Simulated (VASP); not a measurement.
# Ta4F in VASP: a series of runs

Ta4F is run at these levels: PBEsol, PBEsol+D3(BJ); tasks: single point.

All numbers are computed with VASP 6.6.1; they aren't measurements. Logs are shortened: lines on timing, memory, paths and dates and some standing lists are left out, and cuts for length are marked.

### Step 1. The cell of the first run

The cell holds a slab with vacuum, 5 atoms: a = 2.841 Å, b = 2.841 Å, c = 25.959 Å, α = 90.00°, β = 90.00°, γ = 109.47°.

### Step 2. Single point, PBEsol

The input, INCAR:

```
SYSTEM = Ta4F
ALGO     = Normal         ! electronic algorithm
DIPOL    = 0.5 0.5 0.498
EDIFF    = 1E-6           ! SCF threshold, eV
ENCUT    = 520            ! plane-wave cutoff, eV
GGA      = PS             ! functional
IDIPOL   = 3            
ISIF     = 2              ! what is computed and relaxed
ISMEAR   = 0              ! smearing method
LASPH    = .True.         ! aspherical terms in the spheres
LCHARG   = .True.         ! write CHGCAR
LDIPOL   = .True.       
LELF     = .True.         ! ELF
LREAL    = .False.        ! projectors in reciprocal space
LVACPOTAV= .True.       
LVHAR    = .True.       
LWAVE    = .False.        ! write WAVECAR
NBANDS   = 34             ! bands
NELM     = 80             ! most SCF steps
PREC     = Accurate       ! precision mode
SIGMA    = 0.1            ! smearing width, eV
```

The input, KPOINTS:

```
k-points
0
Gamma
  11 11 1
  0 0 0
```

The input, POSCAR:

```
Ta4F
1.0
    2.8410132457      0.0000000000      0.0000000000
   -0.9470044152      2.6785329753      0.0000000000
    0.0000000000      0.0000000000     25.9590328043
Ta F
4 1
Direct
    0.5000000000      0.5000000000      0.3274390099
    0.0000000000      0.0000000000      0.4167981790
    0.4996295394      0.5003704606      0.5052521723
    0.0107554863     -0.0107554863      0.5934009852
    0.3620815055      0.6379184945      0.6478032934
```

Potentials or basis: VASP PAW PBE potentials, release 64 (Ta_pv, F).

Started as:

```bash
> cat potpaw_PBE.64/Ta_pv/POTCAR potpaw_PBE.64/F/POTCAR > POTCAR
> mpirun -np 1 vasp_std > vasp.out
```

OUTCAR:

```text
SYSTEM = Ta4F
   EDIFF = 1E-6
   ENCUT = 520
   GGA = PS
   ISIF = 2
   ISMEAR = 0
   LASPH = .True.
   LREAL = .False.
   NELM = 80
   PREC = Accurate

 ion  position               nearest neighbor table
   1  0.500  0.500  0.327-   2 2.84   2 2.84   2 3.28   2 3.28
   2  0.000  0.000  0.417-   3 2.82   3 2.82   1 2.84   1 2.84   3 3.26   3 3.27   1 3.28   1 3.28

   3  0.500  0.500  0.505-   4 2.82   4 2.82   2 2.82   2 2.82   4 3.22   2 3.26   2 3.27   4 3.30

   4  0.011  0.989  0.593-   5 2.16   5 2.27   5 2.27   3 2.82   3 2.82   3 3.22   3 3.30
   5  0.362  0.638  0.648-   4 2.16   4 2.27   4 2.27

  LATTYP: Found a base centered orthorhombic cell.
 ALAT       =     3.2805195244
 B/A-ratio  =     1.4142135624
 C/A-ratio  =     7.9130859035

  Lattice vectors:

 A1 = (   2.8410132457,   0.0000000000,   0.0000000000)
 A2 = (  -0.9470044152,   2.6785329753,   0.0000000000)
 A3 = (   0.0000000000,   0.0000000000,  25.9590328043)

Analysis of symmetry for initial positions (statically):
=====================================================================
 Subroutine PRICEL returns:
 Original cell was already a primitive cell.

 Routine SETGRP: Setting up the symmetry group for a
 base centered orthorhombic supercell.

 Subroutine GETGRP returns: Found  2 space group operations
 (whereof  2 operations were pure point group operations)
 out of a pool of  8 trial point group operations.

The static configuration has the point symmetry C_1h.

Analysis of symmetry for dynamics (positions and initial velocities):
=====================================================================
 Subroutine PRICEL returns:
 Original cell was already a primitive cell.

 Routine SETGRP: Setting up the symmetry group for a
 base centered orthorhombic supercell.

 Subroutine GETGRP returns: Found  2 space group operations
 (whereof  2 operations were pure point group operations)
 out of a pool of  8 trial point group operations.

The dynamic configuration has the point symmetry C_1h.

 Subroutine INISYM returns: Found  2 space group operations
 (whereof  2 operations are pure point group operations),
 and found     1 'primitive' translations

----------------------------------------------------------------------------------------

                                     Primitive cell

  volume of cell :     197.5417

  direct lattice vectors                    reciprocal lattice vectors
     2.841013246  0.000000000  0.000000000     0.351987095  0.124446231  0.000000000
    -0.947004415  2.678532975  0.000000000     0.000000000  0.373338693  0.000000000
     0.000000000  0.000000000 25.959032804     0.000000000  0.000000000  0.038522236

  length of vectors
     2.841013246  2.841013246 25.959032804     0.373338693  0.373338693  0.038522236

  position of ions in fractional coordinates (direct lattice)
     0.500000000  0.500000000  0.327439010
     0.000000000  0.000000000  0.416798179
     0.499629539  0.500370461  0.505252172
     0.010755486  0.989244514  0.593400985
     0.362081506  0.637918494  0.647803293

  ion indices of the primitive-cell ions
   primitive index   ion index
                 1           1
                 2           2
                 3           3
                 4           4
                 5           5

----------------------------------------------------------------------------------------

 KPOINTS: k-points

Automatic generation of k-mesh.
 Grid dimensions read from file:
 generate k-points for:   11   11    1

 Generating k-lattice:

  Cartesian coordinates                     Fractional coordinates (reciprocal lattice)
     0.031998827  0.011313294  0.000000000     0.090909091  0.000000000  0.000000000
     0.000000000  0.033939881  0.000000000     0.000000000  0.090909091  0.000000000
     0.000000000  0.000000000  0.038522236     0.000000000  0.000000000  1.000000000

  Length of vectors
     0.033939881  0.033939881  0.038522236

  Shift w.r.t. Gamma in fractional coordinates (k-lattice)
     0.000000000  0.000000000  0.000000000

 Subroutine IBZKPT returns following result:
 ===========================================

 Found     36 irreducible k-points:

 Following reciprocal coordinates:
            Coordinates               Weight
  0.000000  0.000000  0.000000      1.000000
  0.090909 -0.000000  0.000000      4.000000
  0.181818 -0.000000  0.000000      4.000000
  0.272727 -0.000000  0.000000      4.000000
  0.363636 -0.000000  0.000000      4.000000
  0.454545  0.000000  0.000000      4.000000
[... 16 lines left out ...]
 -0.272727  0.181818  0.000000      4.000000
 -0.181818  0.181818  0.000000      2.000000
 [... further k-points ...]
   k-points           NKPTS =     36   k-points in BZ     NKDIM =     36   number of bands    NBANDS=     34
   number of dos      NEDOS =    301   number of ions     NIONS =      5
   total plane-waves  NPLWV = 112896
   dimension x,y,z NGX =    24 NGY =   24 NGZ =  196
   dimension x,y,z NGXF=    48 NGYF=   48 NGZF=  392
   ions per type =               4   1
   NGX,Y,Z   is equivalent  to a cutoff of  14.04, 14.04, 12.55 a.u.
   NGXF,Y,Z  is equivalent  to a cutoff of  28.09, 28.09, 25.10 a.u.
 SYSTEM =  Ta4F
   PREC   = accura    normal or accurate (medium, high low for compatibility)
   ISTART =      0    job   : 0-new  1-cont  2-samecut
   ICHARG =      2    charge: 1-file 2-atom 10-const
   ISPIN  =      1    spin polarized calculation?
   LNONCOLLINEAR =      F non collinear calculations
   LSORBIT =      F    spin-orbit coupling
   LASPH  =      T    aspherical Exc in radial PAW
   ENCUT  =  520.0 eV  38.22 Ry    6.18 a.u.   5.28  5.28 48.27*2*pi/ulx,y,z
   NELM   =     80;   NELMIN=  2; NELMDL= -5     # of ELM steps
   EDIFF  = 0.1E-05   stopping-criterion for ELM
   LREAL  =      F    real-space projection
   EDIFFG = 0.1E-04   stopping-criterion for IOM
   NSW    =      0    number of steps for IOM
   IBRION =     -1    ionic relax: 0-MD 1-quasi-New 2-CG
   NFREE  =      0    steps in history (QN), initial steepest desc. (CG)
   ISIF   =      2    stress and relaxation
   ISYM   =      2    0-nonsym 1-usesym 2-fastsym
   POTIM  = 0.5000    time-step for ionic-motion
   TEBEG  =    0.0;   TEEND  =   0.0 temperature during run
   PSTRESS=    0.0 pullay stress
   NELECT =      51.0000    total number of electrons
   NUPDOWN=      -1.0000    fix difference up-down
   EMIN   =  10.00;   EMAX   =-10.00  energy-range for DOS
   EFERMI =   0.00;   METHOD = LEGACY
   ISMEAR =     0;   SIGMA  =   0.10  broadening in eV -4-tet -1-fermi 0-gaus
   EFERMI_NEDOS =   21; number of points for ismear=-14 and -15
   IALGO  =     38    algorithm
   IMIX   =      4    mixing-type and parameters
     AMIX     =   0.40;   BMIX     =  1.00
     AMIX_MAG =   1.60;   BMIX_MAG =  1.00
  volume/ion in A,a.u.               =      39.51       266.62
  Fermi-wavevector in a.u.,A,eV,Ry     =   1.042426  1.969900 14.784802  1.086652
  Thomas-Fermi vector in A             =   2.177091
   LORBIT       =      0    0 simple, 1 ext, 2 COOP (PROOUT), +10 PAW based schemes
   GGA     = PS    functional components
   LHFCALC =     F    Hartree Fock is set to
   AEXX    =    0.0000 exact exchange contribution
   IVDW    =     0    specifies the selected vdW correction
   LEPSILON=     F    determine dielectric tensor
   LRPA    =     F    only Hartree local field effects (RPA)
 non-spin polarized calculation
 Gauss-broadening in eV      SIGMA  =   0.10
  energy-cutoff  :      520.00
  volume of cell :      197.54
 maximum number of plane-waves:      5364
 NGX is ok and might be reduce to    24
   NGX = 11   NGY = 11   NGZ = 97

 dipolmoment           0.000000      0.000000      0.027517 electrons x Angstroem

 number of electron      51.0000004 magnetization

 dipolmoment           0.000000      0.000000     -0.012982 electrons x Angstroem

 Free energy of the ion-electron system (eV)
  ---------------------------------------------------
  ext. energy  EPLUGINS =         0.00000000
  ---------------------------------------------------
  free energy    TOTEN  =       -54.35930606 eV

  energy without entropy =      -54.33785267  energy(sigma->0) =      -54.34857936

 E-fermi :  -0.5749     XC(G=0):  -5.6546

 val. band max:       -0.5821393022   @ k =   0.1818   0.0909   0.0000
 cond. band min:      -0.5618866309   @ k =   0.0000   0.0000   0.0000
 fundamental gap:      0.0202526713
 Fermi energy:        -0.5748822230

 k-point     1 :       0.0000    0.0000    0.0000
  band No.  band energies     occupation
      1     -35.4740      2.00000
      2     -34.8478      2.00000
      3     -34.8428      2.00000
      4     -34.5510      2.00000
      5     -34.3043      2.00000
      6     -34.1850      2.00000
[... 26 lines left out ...]
     33       2.8654      0.00000
     34       3.1244      0.00000

 k-point     2 :       0.0909   -0.0000    0.0000
  band No.  band energies     occupation
      1     -35.4565      2.00000
      2     -34.8989      2.00000
      3     -34.8285      2.00000
      4     -34.5915      2.00000
      5     -34.3240      2.00000
      6     -34.2020      2.00000
[... 26 lines left out ...]
     33       2.7592      0.00000
     34       3.0075      0.00000

 k-point     3 :       0.1818   -0.0000    0.0000
  band No.  band energies     occupation
      1     -35.4105      2.00000
      2     -35.0729      2.00000
      3     -34.7902      2.00000
      4     -34.6534      2.00000
      5     -34.4359      2.00000
      6     -34.2487      2.00000
[... 26 lines left out ...]
     33       2.7726      0.00000
     34       3.0588      0.00000

 k-point     4 :       0.2727   -0.0000    0.0000
  band No.  band energies     occupation
      1     -35.3662      2.00000
      2     -35.3134      2.00000
      3     -34.7569      2.00000
      4     -34.6927      2.00000
      5     -34.6410      2.00000
      6     -34.3312      2.00000
[... 26 lines left out ...]
     33       3.0349      0.00000
     34       3.3369      0.00000

 k-point     5 :       0.3636   -0.0000    0.0000
  band No.  band energies     occupation
      1     -35.5665      2.00000
      2     -35.2996      2.00000
      3     -34.8725      2.00000
      4     -34.7407      2.00000
      5     -34.7125      2.00000
      6     -34.4302      2.00000
[... 621 lines left out ...]
 k-point    22 :      -0.3636    0.1818    0.0000
  band No.  band energies     occupation
      1     -35.4543      2.00000
      2     -35.2823      2.00000
      3     -34.9302      2.00000
      4     -34.7834      2.00000
      5     -34.6820      2.00000
      6     -34.4303      2.00000
[... 26 lines left out ...]
     33       3.2665      0.00000
     34       3.4662      0.00000

 k-point    23 :      -0.2727    0.1818    0.0000
  band No.  band energies     occupation
      1     -35.3407      2.00000
      2     -35.2008      2.00000
      3     -34.9245      2.00000
      4     -34.7354      2.00000
      5     -34.5364      2.00000
      6     -34.3145      2.00000
[... 26 lines left out ...]
     33       2.0067      0.00000
     34       2.4730      0.00000

 k-point    24 :      -0.1818    0.1818    0.0000
  band No.  band energies     occupation
      1     -35.3857      2.00000
      2     -34.9768      2.00000
      3     -34.9093      2.00000
      4     -34.7715      2.00000
      5     -34.3171      2.00000
      6     -34.2947      2.00000
[... 26 lines left out ...]
     33       1.6775      0.00000
     34       1.8367      0.00000

 [... further k-points ...]

------------------------ aborting loop because EDIFF is reached ----------------------------------------

  FORCE on cell =-STRESS in cart. coord.  units (eV):
  Direction    XX          YY          ZZ          XY          YZ          ZX
  --------------------------------------------------------------------------------------
  -------------------------------------------------------------------------------------
  Total       -2.0587546     -2.8826183     -0.8518529     -1.1651192      0.0363282     -0.0513769
  in kB      -16.6976903    -23.3797011     -6.9090193     -9.4497903      0.2946430     -0.4166963
  external PRESSURE =     -15.6621369 kB  Pullay stress =       0.0000000 kB

 VOLUME and BASIS-vectors are now :
 -----------------------------------------------------------------------------
  energy-cutoff  :      520.00
  volume of cell :      197.54
      direct lattice vectors                 reciprocal lattice vectors
     2.841013246  0.000000000  0.000000000     0.351987095  0.124446231  0.000000000
    -0.947004415  2.678532975  0.000000000     0.000000000  0.373338693  0.000000000
     0.000000000  0.000000000 25.959032804     0.000000000  0.000000000  0.038522236

 POSITION                                       TOTAL-FORCE (eV/Angst)
 -----------------------------------------------------------------------------------
      0.94700      1.33927      8.50000         0.014933     -0.010559      0.383258
      0.00000      0.00000     10.81968        -0.005899      0.004171     -0.396474
      0.94560      1.34026     13.11586        -0.003957      0.002798      0.005156
     -0.90626      2.64972     15.40412        -0.017005      0.012024     -0.032779
      0.42457      1.70869     16.81635         0.011928     -0.008434      0.040839
 -----------------------------------------------------------------------------------
    total drift:                                0.000347     -0.000245     -0.000137

  FREE ENERGIE OF THE ION-ELECTRON SYSTEM (eV)
  ---------------------------------------------------
  free  energy   TOTEN  =       -54.3593060553 eV

  energy  without entropy=      -54.3378526733  energy(sigma->0) =      -54.34857936

 vacuum level on the upper side and lower side of the slab         4.024         4.333
```

Run time: 7.3 min. Hardware: 1 thread of AMD EPYC 7R13 (Zen 3), shared host; peak memory 0.4 GiB.

Results:

- Free energy: -54.3593 eV
- Largest force: 0.397 eV/Å

Forces in eV/Å, atoms in the order of the input:
```
Ta   0.015 -0.011  0.383
Ta  -0.006  0.004 -0.396
Ta  -0.004  0.003  0.005
Ta  -0.017  0.012 -0.033
F    0.012 -0.008  0.041
```

Caveat: the PAW data sets were made with another functional, which shifts forces and pressure a little; spin-orbit coupling is left out, which moves the levels of the heavy elements; an odd number of electrons without spin polarisation forces a metal; a magnetic or distorted state may lie lower.

[end of part 1 of 2]
